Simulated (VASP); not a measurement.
# InGaAs2 (P-4m2) in VASP: further runs

Runs on InGaAs2. Level: r2SCAN. Tasks: single point.

Program: VASP 6.6.1. These are calculated values, not measurements. Logs are shortened: lines on timing, memory, paths and dates and some standing lists are left out, and cuts for length are marked.

## Step 1: The cell of the first run

Symmetry: P-4m2, No. 115, tetragonal system. The conventional cell has a = 4.167 Å, b = 4.167 Å, c = 5.863 Å, α = 90.00°, β = 90.00°, γ = 90.00°. In (site symmetry -4m2) has 4 As at 2.62 Å within 3.5 Å. Ga (site symmetry -4m2) has 4 As at 2.48 Å within 3.3 Å. As (site symmetry 2mm) has 2 Ga at 2.48 Å and 2 In at 2.62 Å within 3.3 Å.

## Step 2: Single point, r2SCAN (uniaxial strain along c: -1.0 %, then relaxed in part)

File POSCAR:

```
InGaAs2
1.0
    4.1667613932      0.0000000000      0.0000000000
    0.0000000000      4.1667613932      0.0000000000
    0.0000000000      0.0000000000      5.8630796005
In Ga As
1 1 2
Direct
    0.0000000000      0.0000000000      0.5000000000
    0.5000000000      0.5000000000      0.0000000000
    0.5000000000      0.0000000000      0.7699994372
    0.0000000000      0.5000000000      0.2300005628
```

File INCAR.step1:

```
ALGO = Normal
EDIFF = 1E-4
ENCUT = 520
GGA = PE
ISMEAR = 0
LASPH = T
LCHARG = F
LREAL = F
LWAVE = T
NBANDS = 26
NELM = 100
PREC = Accurate
SIGMA = 0.01
```

File INCAR.step2:

```
ALGO = Normal
EDIFF = 1E-6
ENCUT = 520
ISIF = 2
ISMEAR = 0
ISTART = 1
LASPH = T
LCHARG = F
LMIXTAU = T
LREAL = F
LWAVE = F
METAGGA = R2SCAN
NBANDS = 26
NELM = 100
PREC = Accurate
SIGMA = 0.01
```

File KPOINTS:

```
k-points
0
Gamma
  8 8 6
```

Potentials or basis: VASP PAW PBE potentials, release 64 (In_d, Ga_d, As).

On the command line:

```
$ cat potpaw_PBE.64/In_d/POTCAR potpaw_PBE.64/Ga_d/POTCAR potpaw_PBE.64/As/POTCAR > POTCAR
$ cp INCAR.step1 INCAR
$ mpirun -np 1 vasp_std > vasp.out
$ cp INCAR.step2 INCAR
$ mpirun -np 1 vasp_std > vasp.out
```

OUTCAR:

```text
EDIFF = 1E-6
   ENCUT = 520
   ISIF = 2
   ISMEAR = 0
   ISTART = 1
   LASPH = T
   LREAL = F
   METAGGA = R2SCAN
   NELM = 100
   PREC = Accurate

 ion  position               nearest neighbor table
   1  0.000  0.000  0.500-   3 2.62   4 2.62   4 2.62   3 2.62
   2  0.500  0.500  0.000-   3 2.48   4 2.48   3 2.48   4 2.48
   3  0.500  0.000  0.770-   2 2.48   2 2.48   1 2.62   1 2.62
   4  0.000  0.500  0.230-   2 2.48   2 2.48   1 2.62   1 2.62

  LATTYP: Found a simple tetragonal cell.
 ALAT       =     4.1667613932
 C/A-ratio  =     1.4071071144

  Lattice vectors:

 A1 = (   4.1667613932,   0.0000000000,   0.0000000000)
 A2 = (   0.0000000000,   4.1667613932,   0.0000000000)
 A3 = (   0.0000000000,   0.0000000000,   5.8630796005)

Analysis of symmetry for initial positions (statically):
=====================================================================
 Subroutine PRICEL returns:
 Original cell was already a primitive cell.

 Routine SETGRP: Setting up the symmetry group for a
 simple tetragonal supercell.

 Subroutine GETGRP returns: Found  8 space group operations
 (whereof  8 operations were pure point group operations)
 out of a pool of 16 trial point group operations.

The static configuration has the point symmetry D_2d.

Analysis of symmetry for dynamics (positions and initial velocities):
=====================================================================
 Subroutine PRICEL returns:
 Original cell was already a primitive cell.

 Routine SETGRP: Setting up the symmetry group for a
 simple tetragonal supercell.

 Subroutine GETGRP returns: Found  8 space group operations
 (whereof  8 operations were pure point group operations)
 out of a pool of 16 trial point group operations.

The dynamic configuration has the point symmetry D_2d.

 Subroutine INISYM returns: Found  8 space group operations
 (whereof  8 operations are pure point group operations),
 and found     1 'primitive' translations

----------------------------------------------------------------------------------------

                                     Primitive cell

  volume of cell :     101.7942

  direct lattice vectors                    reciprocal lattice vectors
     4.166761393  0.000000000  0.000000000     0.239994544  0.000000000  0.000000000
     0.000000000  4.166761393  0.000000000     0.000000000  0.239994544  0.000000000
     0.000000000  0.000000000  5.863079600     0.000000000  0.000000000  0.170558831

  length of vectors
     4.166761393  4.166761393  5.863079600     0.239994544  0.239994544  0.170558831

  position of ions in fractional coordinates (direct lattice)
     0.000000000  0.000000000  0.500000000
     0.500000000  0.500000000  0.000000000
     0.500000000  0.000000000  0.769999437
     0.000000000  0.500000000  0.230000563

  ion indices of the primitive-cell ions
   primitive index   ion index
                 1           1
                 2           2
                 3           3
                 4           4

----------------------------------------------------------------------------------------

 KPOINTS: k-points

Automatic generation of k-mesh.
 Grid dimensions read from file:
 generate k-points for:    8    8    6

 Generating k-lattice:

  Cartesian coordinates                     Fractional coordinates (reciprocal lattice)
     0.029999318  0.000000000  0.000000000     0.125000000  0.000000000  0.000000000
     0.000000000  0.029999318  0.000000000     0.000000000  0.125000000  0.000000000
     0.000000000  0.000000000  0.028426472     0.000000000  0.000000000  0.166666667

  Length of vectors
     0.029999318  0.029999318  0.028426472

  Shift w.r.t. Gamma in fractional coordinates (k-lattice)
     0.000000000  0.000000000  0.000000000

 Subroutine IBZKPT returns following result:
 ===========================================

 Found     60 irreducible k-points:

 Following reciprocal coordinates:
            Coordinates               Weight
  0.000000  0.000000  0.000000      1.000000
  0.125000  0.000000  0.000000      4.000000
  0.250000  0.000000  0.000000      4.000000
  0.375000  0.000000  0.000000      4.000000
  0.500000  0.000000  0.000000      2.000000
  0.125000  0.125000  0.000000      4.000000
[... 16 lines left out ...]
  0.375000  0.125000  0.166667     16.000000
  0.500000  0.125000  0.166667      8.000000
 [... further k-points ...]
   k-points           NKPTS =     60   k-points in BZ     NKDIM =     60   number of bands    NBANDS=     26
   number of dos      NEDOS =    301   number of ions     NIONS =      4
   total plane-waves  NPLWV =  49152
   dimension x,y,z NGX =    32 NGY =   32 NGZ =   48
   dimension x,y,z NGXF=    64 NGYF=   64 NGZF=   96
   ions per type =               1   1   2
   NGX,Y,Z   is equivalent  to a cutoff of  12.77, 12.77, 13.61 a.u.
   NGXF,Y,Z  is equivalent  to a cutoff of  25.53, 25.53, 27.22 a.u.
 SYSTEM =  unknown system
   PREC   = accura    normal or accurate (medium, high low for compatibility)
   ISTART =      1    job   : 0-new  1-cont  2-samecut
   ICHARG =      0    charge: 1-file 2-atom 10-const
   ISPIN  =      1    spin polarized calculation?
   LNONCOLLINEAR =      F non collinear calculations
   LSORBIT =      F    spin-orbit coupling
   LASPH  =      T    aspherical Exc in radial PAW
   ENCUT  =  520.0 eV  38.22 Ry    6.18 a.u.   7.75  7.75 10.90*2*pi/ulx,y,z
   NELM   =    100;   NELMIN=  2; NELMDL=  0     # of ELM steps
   EDIFF  = 0.1E-05   stopping-criterion for ELM
   LREAL  =      F    real-space projection
   EDIFFG = 0.1E-04   stopping-criterion for IOM
   NSW    =      0    number of steps for IOM
   IBRION =     -1    ionic relax: 0-MD 1-quasi-New 2-CG
   NFREE  =      0    steps in history (QN), initial steepest desc. (CG)
   ISIF   =      2    stress and relaxation
   ISYM   =      2    0-nonsym 1-usesym 2-fastsym
   POTIM  = 0.5000    time-step for ionic-motion
   TEBEG  =    0.0;   TEEND  =   0.0 temperature during run
   PSTRESS=    0.0 pullay stress
   NELECT =      36.0000    total number of electrons
   NUPDOWN=      -1.0000    fix difference up-down
   EMIN   =  10.00;   EMAX   =-10.00  energy-range for DOS
   EFERMI =   0.00;   METHOD = LEGACY
   ISMEAR =     0;   SIGMA  =   0.01  broadening in eV -4-tet -1-fermi 0-gaus
   EFERMI_NEDOS =   21; number of points for ismear=-14 and -15
   IALGO  =     38    algorithm
   IMIX   =      4    mixing-type and parameters
     AMIX     =   0.40;   BMIX     =  1.00
     AMIX_MAG =   1.60;   BMIX_MAG =  1.00
  volume/ion in A,a.u.               =      25.45       171.74
  Fermi-wavevector in a.u.,A,eV,Ry     =   1.157714  2.187762 18.235914  1.340302
  Thomas-Fermi vector in A             =   2.294323
   LORBIT       =      0    0 simple, 1 ext, 2 COOP (PROOUT), +10 PAW based schemes
   METAGGA = R2SCAN    functional components
   LHFCALC =     F    Hartree Fock is set to
   AEXX    =    0.0000 exact exchange contribution
   IVDW    =     0    specifies the selected vdW correction
   LEPSILON=     F    determine dielectric tensor
   LRPA    =     F    only Hartree local field effects (RPA)
 non-spin polarized calculation
 Gauss-broadening in eV      SIGMA  =   0.01
  energy-cutoff  :      520.00
  volume of cell :      101.79
 maximum number of plane-waves:      2764
 NGX is ok and might be reduce to    32
   NGX = 15   NGY = 15   NGZ = 21

 number of electron      35.9999989 magnetization

 Free energy of the ion-electron system (eV)
  ---------------------------------------------------
  ext. energy  EPLUGINS =         0.00000000
  ---------------------------------------------------
  free energy    TOTEN  =       -65.01889694 eV

  energy without entropy =      -65.01889694  energy(sigma->0) =      -65.01889694

 E-fermi :   3.9746     XC(G=0):  -9.8744

 val. band max:        3.9120583231   @ k =   0.0000   0.0000   0.0000
 cond. band min:       4.2376768092   @ k =   0.0000   0.0000   0.0000
 fundamental gap:      0.3256184861
 Fermi energy:         3.9745872272

 k-point     1 :       0.0000    0.0000    0.0000
  band No.  band energies     occupation
      1     -11.4332      2.00000
      2     -11.3580      2.00000
      3     -11.3580      2.00000
      4     -11.3182      2.00000
      5     -11.2794      2.00000
      6     -11.0195      2.00000
[... 18 lines left out ...]
     25      11.8999      0.00000
     26      13.9483      0.00000

 k-point     2 :       0.1250    0.0000    0.0000
  band No.  band energies     occupation
      1     -11.4303      2.00000
      2     -11.3632      2.00000
      3     -11.3575      2.00000
      4     -11.3165      2.00000
      5     -11.2804      2.00000
      6     -11.0132      2.00000
[... 18 lines left out ...]
     25      12.5300      0.00000
     26      12.9820      0.00000

 k-point     3 :       0.2500    0.0000    0.0000
  band No.  band energies     occupation
      1     -11.4234      2.00000
      2     -11.3754      2.00000
      3     -11.3564      2.00000
      4     -11.3125      2.00000
      5     -11.2830      2.00000
      6     -11.0005      2.00000
[... 18 lines left out ...]
     25      11.9112      0.00000
     26      12.0612      0.00000

 k-point     4 :       0.3750    0.0000    0.0000
  band No.  band energies     occupation
      1     -11.4166      2.00000
      2     -11.3876      2.00000
      3     -11.3552      2.00000
      4     -11.3085      2.00000
      5     -11.2855      2.00000
      6     -10.9955      2.00000
[... 18 lines left out ...]
     25      10.8511      0.00000
     26      11.2197      0.00000
[... 496 lines left out ...]
      1     -11.4213      2.00000
      2     -11.3803      2.00000
      3     -11.3545      2.00000
      4     -11.3116      2.00000
      5     -11.2844      2.00000
      6     -11.0001      2.00000
[... 18 lines left out ...]
     25      10.0223      0.00000
     26      11.9974      0.00000

 k-point    23 :       0.3750    0.1250    0.1667
  band No.  band energies     occupation
      1     -11.4169      2.00000
      2     -11.3919      2.00000
      3     -11.3527      2.00000
      4     -11.3080      2.00000
      5     -11.2872      2.00000
      6     -10.9942      2.00000
[... 18 lines left out ...]
     25      10.2861      0.00000
     26      11.8668      0.00000

 k-point    24 :       0.5000    0.1250    0.1667
  band No.  band energies     occupation
      1     -11.4151      2.00000
      2     -11.3967      2.00000
      3     -11.3519      2.00000
      4     -11.3065      2.00000
      5     -11.2883      2.00000
      6     -10.9954      2.00000
[... 18 lines left out ...]
     25      10.6658      0.00000
     26      11.1123      0.00000

 [... further k-points ...]

------------------------ aborting loop because EDIFF is reached ----------------------------------------

  FORCE on cell =-STRESS in cart. coord.  units (eV):
  Direction    XX          YY          ZZ          XY          YZ          ZX
  --------------------------------------------------------------------------------------
  -------------------------------------------------------------------------------------
  Total        0.0269522      0.0269522      0.4423928      0.0000000      0.0000000     -0.0000000
  in kB        0.4242101      0.4242101      6.9629874      0.0000000      0.0000000     -0.0000000
  external PRESSURE =       2.6038026 kB  Pullay stress =       0.0000000 kB

 VOLUME and BASIS-vectors are now :
 -----------------------------------------------------------------------------
  energy-cutoff  :      520.00
  volume of cell :      101.79
      direct lattice vectors                 reciprocal lattice vectors
     4.166761393  0.000000000  0.000000000     0.239994544  0.000000000  0.000000000
     0.000000000  4.166761393  0.000000000     0.000000000  0.239994544  0.000000000
     0.000000000  0.000000000  5.863079600     0.000000000  0.000000000  0.170558831

 POSITION                                       TOTAL-FORCE (eV/Angst)
 -----------------------------------------------------------------------------------
      0.00000      0.00000      2.93154         0.000000     -0.000000      0.000000
      2.08338      2.08338      0.00000         0.000000      0.000000      0.000000
      2.08338      0.00000      4.51457         0.000000     -0.000000     -0.002394
      0.00000      2.08338      1.34851        -0.000000     -0.000000      0.002394
 -----------------------------------------------------------------------------------
    total drift:                                0.000000     -0.000000     -0.000000

  FREE ENERGIE OF THE ION-ELECTRON SYSTEM (eV)
  ---------------------------------------------------
  free  energy   TOTEN  =       -65.0188969377 eV

  energy  without entropy=      -65.0188969377  energy(sigma->0) =      -65.01889694
```

It took 12 min on 1 thread of Intel Xeon 8259CL, shared host; peak memory 0.34 GiB.

What came out:

```yaml
Free_energy: -65.0189 eV
Pressure: 0.3 GPa
Band_gap_on_the_k_mesh: 0.33 eV
```

Forces on the atoms (eV/Å):
```
In   0.000  0.000  0.000
Ga   0.000  0.000  0.000
As   0.000  0.000 -0.002
As   0.000  0.000  0.002
```

Stress tensor (GPa, compression positive):
```
0.04 0.00 0.00
0.00 0.04 0.00
0.00 0.00 0.70
```

Caveat: the cell differs from its parent crystal (uniaxial strain along c: -1.0 %, then relaxed in part); semilocal functionals underestimate gaps, and a narrow one can read as zero; the PAW data sets were made with another functional, which shifts forces and pressure a little; spin-orbit coupling is left out, which moves the levels of the heavy elements.

[end of part 1 of 2]
